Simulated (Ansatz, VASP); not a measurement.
**Zn4O in VASP and in Ansatz**

```
Zn O
1.0
    -2.03634    2.03634    4.34561
     2.03634   -2.03634    4.34561
     2.03634    2.03634   -4.34561
Zn O
4 1
Direct
  0.58298 0.58298 0.45619
  0.41702 0.87322 0.00000
  0.12678 0.12678 0.54381
  0.87322 0.41702 0.00000
  0.00000 0.00000 0.00000
```

Change from the starting cell: species swapped into the OsO4 type (C2, No. 5).

Alike in both runs: task relaxation of cell and atoms; functional PBE; k mesh 10 × 10 × 10; occupations gaussian, width 0.1 eV; no spin polarisation.

|  | VASP | Ansatz |
| --- | --- | --- |
| version | VASP 6.6.1 | Ansatz 0.2.0 |
| potentials or method | VASP PAW PBE potentials, release 64 (Zn, O), cutoff 600 eV | scalar-relativistic, plane waves, PAW |
| valence electrons in the cell | 54 | 54 |

|  | VASP | Ansatz | Ansatz less VASP |
| --- | --- | --- | --- |
| gap on the k mesh at the Fermi level, each at its own relaxed structure (eV) | none | none | - |
| relaxed volume (Å³/atom) | 14.38 | 14.34 | -0.043 |
| relaxed cell length with the largest relative difference (Å) | 5.215 | 5.210 | -0.0048 |

A gap of «none» marks a metal or a gap that the smearing closes.
